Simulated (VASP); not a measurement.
# In (P6_3/mmc) in VASP: notebook

The runs below take In through relaxation of cell and atoms, single point, with PBE.

All numbers are computed with VASP 6.6.1; they aren't measurements. Logs are shortened: lines on timing, memory, paths and dates and some standing lists are left out, and cuts for length are marked.

**1. The cell of the first run**

It takes space group P6_3/mmc (No. 194, hexagonal). Conventional cell: a = 2.684 Å, b = 2.684 Å, c = 4.457 Å, α = 90.00°, β = 90.00°, γ = 120.00°. In (site symmetry -6m2) has 12 In at 2.68 to 2.71 Å within 3.5 Å.

**2. Relaxation of cell and atoms, PBE, target pressure 140 GPa, at which the enthalpy is minimised**

Input file INCAR:

```
SYSTEM = In
PREC = Accurate ; ENCUT = 600
EDIFF = 1E-6 ; ISMEAR = -1
SIGMA = 0.08 ; LREAL = .FALSE.
LASPH = .TRUE. ; NELM = 60
ALGO = Normal ; ISIF = 3
LWAVE = .FALSE. ; LCHARG = .FALSE.
GGA = PE ; IBRION = 2
NSW = 32 ; EDIFFG = -0.005
PSTRESS = 1400.0
```

Input file KPOINTS:

```
Automatic mesh
0
G
  16 16 9
  0 0 0
```

Input file POSCAR:

```
In
1.0
    2.6842357679      0.0000000000      0.0000000000
   -1.3421178839      2.3246163648      0.0000000000
    0.0000000000      0.0000000000      4.4571313878
In
2
Direct
    0.3333333333      0.6666666667      0.2500000000
    0.6666666667      0.3333333333      0.7500000000
```

Potentials or basis: VASP PAW PBE potentials, release 64 (In_d).

The run is started by

```bash
cat potpaw_PBE.64/In_d/POTCAR > POTCAR
mpirun -np 1 vasp_std > vasp.out
```

OUTCAR:

```text
SYSTEM = In
   PREC = Accurate
   ENCUT = 600
   EDIFF = 1E-6
   ISMEAR = -1
   LREAL = .FALSE.
   LASPH = .TRUE.
   NELM = 60
   ISIF = 3
   GGA = PE
   IBRION = 2
   NSW = 32
   EDIFFG = -0.005
   PSTRESS = 1400.0

 ion  position               nearest neighbor table
   1  0.333  0.667  0.250-   2 2.71   2 2.71   2 2.71   2 2.71   2 2.71   2 2.71   2 3.82   2 3.82
                             2 3.82   2 3.82   2 3.82   2 3.82
   2  0.667  0.333  0.750-   1 2.71   1 2.71   1 2.71   1 2.71   1 2.71   1 2.71   1 3.82   1 3.82
                             1 3.82   1 3.82   1 3.82   1 3.82

  LATTYP: Found a hexagonal cell.
 ALAT       =     2.6842357679
 C/A-ratio  =     1.6604843140

  Lattice vectors:

 A1 = (   2.6842357679,   0.0000000000,   0.0000000000)
 A2 = (  -1.3421178839,   2.3246163648,   0.0000000000)
 A3 = (   0.0000000000,   0.0000000000,   4.4571313878)

Analysis of symmetry for initial positions (statically):
=====================================================================
 Subroutine PRICEL returns:
 Original cell was already a primitive cell.

 Routine SETGRP: Setting up the symmetry group for a
 hexagonal supercell.

 Subroutine GETGRP returns: Found 24 space group operations
 (whereof 12 operations were pure point group operations)
 out of a pool of 24 trial point group operations.

The static configuration has the point symmetry D_3d.
 The point group associated with its full space group is D_6h.

Analysis of symmetry for dynamics (positions and initial velocities):
=====================================================================
 Subroutine PRICEL returns:
 Original cell was already a primitive cell.

 Routine SETGRP: Setting up the symmetry group for a
 hexagonal supercell.

 Subroutine GETGRP returns: Found 24 space group operations
 (whereof 12 operations were pure point group operations)
 out of a pool of 24 trial point group operations.

The dynamic configuration has the point symmetry D_3d.
 The point group associated with its full space group is D_6h.

 Subroutine INISYM returns: Found 24 space group operations
 (whereof 12 operations are pure point group operations),
 and found     1 'primitive' translations

----------------------------------------------------------------------------------------

                                     Primitive cell

  volume of cell :      27.8117

  direct lattice vectors                    reciprocal lattice vectors
     2.684235768  0.000000000  0.000000000     0.372545516  0.215089254  0.000000000
    -1.342117884  2.324616365  0.000000000     0.000000000  0.430178508  0.000000000
     0.000000000  0.000000000  4.457131388     0.000000000  0.000000000  0.224359552

  length of vectors
     2.684235768  2.684235768  4.457131388     0.430178508  0.430178508  0.224359552

  position of ions in fractional coordinates (direct lattice)
     0.333333333  0.666666667  0.250000000
     0.666666667  0.333333333  0.750000000

  ion indices of the primitive-cell ions
   primitive index   ion index
                 1           1
                 2           2

----------------------------------------------------------------------------------------

 KPOINTS: Automatic mesh

Automatic generation of k-mesh.
 Grid dimensions read from file:
 generate k-points for:   16   16    9

 Generating k-lattice:

  Cartesian coordinates                     Fractional coordinates (reciprocal lattice)
     0.023284095  0.013443078  0.000000000     0.062500000  0.000000000  0.000000000
     0.000000000  0.026886157  0.000000000     0.000000000  0.062500000  0.000000000
     0.000000000  0.000000000  0.024928839     0.000000000  0.000000000  0.111111111

  Length of vectors
     0.026886157  0.026886157  0.024928839

  Shift w.r.t. Gamma in fractional coordinates (k-lattice)
     0.000000000  0.000000000  0.000000000

 Subroutine IBZKPT returns following result:
 ===========================================

 Found    150 irreducible k-points:

 Following reciprocal coordinates:
            Coordinates               Weight
  0.000000  0.000000  0.000000      1.000000
  0.062500  0.000000  0.000000      6.000000
  0.125000  0.000000  0.000000      6.000000
  0.187500 -0.000000  0.000000      6.000000
  0.250000  0.000000  0.000000      6.000000
  0.312500 -0.000000  0.000000      6.000000
[... 16 lines left out ...]
  0.187500  0.187500  0.000000      6.000000
  0.250000  0.187500  0.000000     12.000000
 [... further k-points ...]
   k-points           NKPTS =    150   k-points in BZ     NKDIM =    150   number of bands    NBANDS=     17
   number of dos      NEDOS =    301   number of ions     NIONS =      2
   total plane-waves  NPLWV =  20736
   dimension x,y,z NGX =    24 NGY =   24 NGZ =   36
   dimension x,y,z NGXF=    48 NGYF=   48 NGZF=   72
   ions per type =               2
   NGX,Y,Z   is equivalent  to a cutoff of  14.86, 14.86, 13.43 a.u.
   NGXF,Y,Z  is equivalent  to a cutoff of  29.73, 29.73, 26.86 a.u.
 SYSTEM =  In
   PREC   = accura    normal or accurate (medium, high low for compatibility)
   ISTART =      0    job   : 0-new  1-cont  2-samecut
   ICHARG =      2    charge: 1-file 2-atom 10-const
   ISPIN  =      1    spin polarized calculation?
   LNONCOLLINEAR =      F non collinear calculations
   LSORBIT =      F    spin-orbit coupling
   LASPH  =      T    aspherical Exc in radial PAW
   ENCUT  =  600.0 eV  44.10 Ry    6.64 a.u.   5.36  5.36  8.90*2*pi/ulx,y,z
   NELM   =     60;   NELMIN=  2; NELMDL= -5     # of ELM steps
   EDIFF  = 0.1E-05   stopping-criterion for ELM
   LREAL  =      F    real-space projection
   EDIFFG = -.5E-02   stopping-criterion for IOM
   NSW    =     32    number of steps for IOM
   IBRION =      2    ionic relax: 0-MD 1-quasi-New 2-CG
   NFREE  =      1    steps in history (QN), initial steepest desc. (CG)
   ISIF   =      3    stress and relaxation
   ISYM   =      2    0-nonsym 1-usesym 2-fastsym
   POTIM  = 0.5000    time-step for ionic-motion
   TEBEG  =    0.0;   TEEND  =   0.0 temperature during run
   PSTRESS= 1400.0 pullay stress
   NELECT =      26.0000    total number of electrons
   NUPDOWN=      -1.0000    fix difference up-down
   EMIN   =  10.00;   EMAX   =-10.00  energy-range for DOS
   EFERMI =   0.00;   METHOD = LEGACY
   ISMEAR =    -1;   SIGMA  =   0.08  broadening in eV -4-tet -1-fermi 0-gaus
   EFERMI_NEDOS =   21; number of points for ismear=-14 and -15
   IALGO  =     38    algorithm
   IMIX   =      4    mixing-type and parameters
     AMIX     =   0.40;   BMIX     =  1.00
     AMIX_MAG =   1.60;   BMIX_MAG =  1.00
  volume/ion in A,a.u.               =      13.91        93.84
  Fermi-wavevector in a.u.,A,eV,Ry     =   1.600750  3.024979 34.863572  2.562400
  Thomas-Fermi vector in A             =   2.697837
   LORBIT       =      0    0 simple, 1 ext, 2 COOP (PROOUT), +10 PAW based schemes
   GGA     = PE    functional components
   LHFCALC =     F    Hartree Fock is set to
   AEXX    =    0.0000 exact exchange contribution
   IVDW    =     0    specifies the selected vdW correction
   LEPSILON=     F    determine dielectric tensor
   LRPA    =     F    only Hartree local field effects (RPA)
 conjugate gradient relaxation of ions
 non-spin polarized calculation
  energy-cutoff  :      600.00
  volume of cell :       27.81
 maximum number of plane-waves:       953
 NGX is ok and might be reduce to    24
   NGX = 11   NGY = 11   NGZ = 17

--------------------------------------- Ionic step        1  -------------------------------------------

 number of electron      26.0000014 magnetization

 Free energy of the ion-electron system (eV)
  ---------------------------------------------------
  ext. energy  EPLUGINS =         0.00000000
  ---------------------------------------------------
  free energy    TOTEN  =         0.91001775 eV

  energy without entropy =        0.92339525  energy(sigma->0) =        0.91670650

------------------------ aborting loop because EDIFF is reached ----------------------------------------

  FORCE on cell =-STRESS in cart. coord.  units (eV):
  Direction    XX          YY          ZZ          XY          YZ          ZX
  --------------------------------------------------------------------------------------
  -------------------------------------------------------------------------------------
  Total       24.3853807     24.3853807     24.3817907      0.0000000     -0.0000000     -0.0000000
  in kB     1404.7942978   1404.7942979   1404.5874889      0.0000000     -0.0000000     -0.0000000
  external PRESSURE =       4.7253615 kB  Pullay stress =    1400.0000000 kB
[... 175 lines left out ...]
  enthalpy is  TOTEN    =        25.2121429855 eV   P V=       24.3236395876

--------------------------------------- Ionic step        6  -------------------------------------------

 number of electron      26.0000015 magnetization

 Free energy of the ion-electron system (eV)
  ---------------------------------------------------
  ext. energy  EPLUGINS =         0.00000000
  ---------------------------------------------------
  free energy    TOTEN  =         0.88911287 eV

  energy without entropy =        0.90249200  energy(sigma->0) =        0.89580243

 E-fermi :  18.0924     XC(G=0): -13.6521

 val. band max:       18.0756604603   @ k =   0.4375   0.0625   0.0000
 cond. band min:      18.1533902358   @ k =   0.3125   0.0625   0.3333
 fundamental gap:      0.0777297755
 Fermi energy:        18.0924349517

 k-point     1 :       0.0000    0.0000    0.0000
  band No.  band energies     occupation
      1       0.3179      2.00000
      2       1.1029      2.00000
      3       1.2491      2.00000
      4       1.2491      2.00000
      5       1.4092      2.00000
      6       1.4092      2.00000
[... 9 lines left out ...]
     16      31.2889      0.00000
     17      31.5310      0.00000
[... 443 lines left out ...]
      1       0.6254      2.00000
      2       0.6839      2.00000
      3       0.8615      2.00000
      4       1.2132      2.00000
      5       1.5713      2.00000
      6       1.7036      2.00000
[... 9 lines left out ...]
     16      25.5911      0.00000
     17      25.7712      0.00000

 [... further k-points ...]

------------------------ aborting loop because EDIFF is reached ----------------------------------------

  FORCE on cell =-STRESS in cart. coord.  units (eV):
  Direction    XX          YY          ZZ          XY          YZ          ZX
  --------------------------------------------------------------------------------------
  -------------------------------------------------------------------------------------
  Total       24.3223048     24.3223048     24.3185122      0.0000000      0.0000000      0.0000000
  in kB     1399.9582591   1399.9582592   1399.7399651      0.0000000      0.0000000      0.0000000
  external PRESSURE =      -0.1145055 kB  Pullay stress =    1400.0000000 kB
[... 17 lines left out ...]
  FREE ENERGIE OF THE ION-ELECTRON SYSTEM (eV)
  ---------------------------------------------------
  free  energy   TOTEN  =         0.8891128655 eV

  energy  without entropy=        0.9024919990  energy(sigma->0) =        0.89580243

  enthalpy is  TOTEN    =        25.2121428266 eV   P V=       24.3230299611

 reached required accuracy - stopping structural energy minimisation
```

Run time: 69 s. Hardware: 1 thread of Intel Xeon 6975P-C (Granite Rapids), shared host; peak memory 0.21 GiB.

What came out:

| Quantity | Value |
| --- | --- |
| Free energy | 0.8891 eV |
| Relaxed volume | 13.92 Å³/atom |
| Relaxed cell | a = 2.685 Å, b = 2.685 Å, c = 4.458 Å, α = 90.00°, β = 90.00°, γ = 120.00° |
| Space group after relaxing (to 0.05 Å) | P6_3/mmc (No. 194) |
| Energy change on relaxing (the enthalpy is what falls) | -10.5 meV/atom |
| Ionic steps | 6 |
| Pressure after relaxing | 140.0 GPa |
| Band gap on the k mesh | zero (band 13 reaches 22.77 eV, above the bottom of band 14 at 14.94 eV) |

The path:
```
step  energy change (eV)  largest force (eV/Å)  pressure (GPa)  volume (Å³)
   1              0.0000                0.0000          140.47        27.81
   2             -0.1433                0.0000          137.15        27.98
   3             -0.0203                0.0000          140.06        27.83
   4             -0.0227                0.0000          139.95        27.84
   5             -0.0215                0.0000          139.95        27.84
   6             -0.0209                0.0000          139.99        27.84
```

Final structure:
```cif
data_structure
_symmetry_space_group_name_H-M 'P 1'
_symmetry_Int_Tables_number 1
_cell_length_a 2.6850
_cell_length_b 2.6850
_cell_length_c 4.4584
_cell_angle_alpha 90.000
_cell_angle_beta 90.000
_cell_angle_gamma 120.000
_cell_volume 27.84
loop_
_atom_site_label
_atom_site_type_symbol
_atom_site_fract_x
_atom_site_fract_y
_atom_site_fract_z
_atom_site_occupancy
In1 In 0.33333 0.66667 0.25000 1
In2 In 0.66667 0.33333 0.75000 1
```

Caveat: the cell is relaxed towards a set pressure, so the enthalpy falls and the energy may rise; spin-orbit coupling is left out, which moves the levels of the heavy elements.

[end of part 1 of 2]
